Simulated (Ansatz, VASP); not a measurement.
**Two plane-wave programs on Sn4SeS3**

The input INCAR:

```
PREC = Accurate
ENCUT = 520
EDIFF = 1E-6
ISMEAR = 0
SIGMA = 0.1
LREAL = F
LASPH = T
NELM = 100
ALGO = Normal
ISIF = 2
LWAVE = F
LCHARG = F
GGA = PE
NBANDS = 50
```

File KPOINTS:

```
regular mesh
0
Gamma
  4 4 4
```

File POSCAR:

```
Sn4SeS3
1.0
   12.0183825000     -2.0598939000      0.0000000000
   12.0183825000      2.0598939000      0.0000000000
   -0.7272521000      0.0000000000      4.2777435000
Sn Se S
4 1 3
Direct
    0.9425500000      0.9425500000      0.8241070000
    0.5666140000      0.5666140000      0.3847410000
    0.6899820000      0.6899820000      0.0104500000
    0.3118560000      0.3118560000      0.6247980000
    0.4512530000      0.4512530000      0.3666510000
    0.0528840000      0.0528840000      0.9664980000
    0.2026030000      0.2026030000      0.6176180000
    0.7989220000      0.7989220000      0.2051360000
```

Input for Ansatz:

```yaml
crystal:
  lattice:
    - [12.0183825, -2.0598939, 0.0]
    - [12.0183825, 2.0598939, 0.0]
    - [-0.7272521, 0.0, 4.2777435]
  atoms:
    - { symbol: Sn, position: [0.94255, 0.94255, 0.824107] }
    - { symbol: Sn, position: [0.566614, 0.566614, 0.384741] }
    - { symbol: Sn, position: [0.689982, 0.689982, 0.01045] }
    - { symbol: Sn, position: [0.311856, 0.311856, 0.624798] }
    - { symbol: Se, position: [0.451253, 0.451253, 0.366651] }
    - { symbol: S, position: [0.052884, 0.052884, 0.966498] }
    - { symbol: S, position: [0.202603, 0.202603, 0.617618] }
    - { symbol: S, position: [0.798922, 0.798922, 0.205136] }
basis:
  ecutwfc: 420
kpoints:
  mp_grid: { grid: [4, 4, 4] }
hamiltonian:
  xc: pbe
scf:
  occupations: { method: gaussian, width: 0.1 }
  lower_state_search: "off"
output:
  forces: true
  stress: true
  eigenvalues: true
```

Alike in both runs: task single point; functional PBE; k mesh 4 × 4 × 4; occupations gaussian, width 0.1 eV; no spin polarisation.

|  | VASP | Ansatz |
| --- | --- | --- |
| version | VASP 6.6.1 | Ansatz 0.2.0 |
| potentials or method | VASP PAW PBE potentials, release 64 (Sn_d, Se, S), cutoff 520 eV | scalar-relativistic, plane waves, PAW |
| valence electrons in the cell | 80 | 90 |

Ansatz gave:

| Property | Result |
| --- | --- |
| gap on the k mesh at the Fermi level (eV) | 0.64 |
| least direct gap on the mesh (eV) | 1.15 |
| pressure (GPa) | -0.1 |
| traceless stress, the component that is largest in VASP (GPa) | -0.15 |
| rms of the force components (eV/Å) | 0.011 |

**Question.** What did VASP give for the same quantities?

**Answer.** gap on the k mesh at the Fermi level (eV): 0.63; least direct gap on the mesh (eV): 1.14; pressure (GPa): -0.1; traceless stress, the component that is largest in VASP (GPa): -0.14; rms of the force components (eV/Å): 0.010.

Atom by atom the forces differ by 0.004 eV/Å (rms over components). VASP's potentials hold 80 valence electrons a cell and Ansatz's 90, so a difference there can come from the potentials and not from the codes.
